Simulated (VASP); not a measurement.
GdN, 2 atoms in the cell. The structure is cubic, space group F-43m (No. 216). The conventional cell has a = 5.273 Å, b = 5.273 Å, c = 5.273 Å, α = 90.00°, β = 90.00°, γ = 90.00°. Gd (site symmetry -43m) has 4 N at 2.28 Å within 3.0 Å. N (site symmetry -43m) has 4 Gd at 2.28 Å within 3.0 Å. 

```yaml
Program: VASP 6.6.1
Task: electric field gradients
Functional: PBEsol
Potentials_or_basis: VASP PAW PBE potentials, release 64 (Gd, N)
Cutoff: 520 eV
k_mesh: 10 × 10 × 10
Occupations: gaussian, width 0.05 eV
Spin: collinear spin, ferromagnetic start
Starting_moments: "[7.45, 0.0] μB"
Dipole_correction: no
Further_INCAR_settings: ALGO = Normal; EDIFF = 1e-08; NBANDS = 22
```

Potentials or basis: VASP PAW PBE potentials, release 64 (Gd, N).

Run with:

```bash
$ cat potpaw_PBE.64/Gd/POTCAR potpaw_PBE.64/N/POTCAR > POTCAR
$ mpirun -np 1 vasp_std > vasp.out
```

Hardware: 1 thread of Intel(R) Xeon(R) Platinum 8124M CPU @ 3.00GHz (Skylake/Cascade Lake) (shared host).

Q: Estimate the wall time of this run.

A: It took 4.6 min on 1 thread of Intel(R) Xeon(R) Platinum 8124M CPU @ 3.00GHz (Skylake/Cascade Lake), with other jobs on the host, peak memory 0.22 GiB. Counts: scf iterations 43, k points 47.
